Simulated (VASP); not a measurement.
Tl: single point with LDA

Crystal: Tl.

```
Tl
1.0
     3.42144    0.00000    0.00000
    -1.71072    2.96305    0.00000
     0.00000    0.00000    5.52500
Tl
2
Cartesian
  0.0000 1.9754 1.3813
  1.7107 0.9877 4.1438
```

This cell differs from its parent crystal: equal xx and yy strain of -1 %.

```json
{
  "Program": "VASP 6.6.1",
  "Task": "single point",
  "Functional": "LDA",
  "Potentials or basis": "VASP PAW LDA potentials, release 64 (Tl_d)",
  "Cutoff": "520 eV",
  "k mesh": "11 × 11 × 6",
  "Occupations": "fermi-dirac, width 0.05 eV",
  "Spin": "no spin polarisation",
  "Dipole correction": "no",
  "Further INCAR settings": "ALGO = Normal; EDIFF = 1e-07; NBANDS = 20"
}
```

* Pressure: -1.1 GPa
* Band gap on the k mesh: zero (bands 13 and 14 overlap by 5.67 eV)

Stress tensor (GPa, compression positive):
```
-1.03  0.00  0.00
 0.00 -1.03  0.00
 0.00  0.00 -1.19
```

Levels at points of the mesh, in eV from the Fermi level:
```tsv
k point	band 10	band 11	band 12	band 13	band 14	band 15	band 16	band 17
(0.00, 0.00, 0.00)	-11.01	-10.17	-5.18	-2.93	8.22	8.22	10.33	10.33
(0.00, 0.00, 0.50)	-11.13	-8.72	-8.72	3.30	3.30	9.19	9.19	9.19
```

Run time: 72 s on 1 thread of Intel Xeon 8259CL (shared host), peak memory 0.19 GiB.

Caveat: the cell differs from its parent crystal (equal xx and yy strain of -1 %); spin-orbit coupling is left out, which moves the levels of the heavy elements.
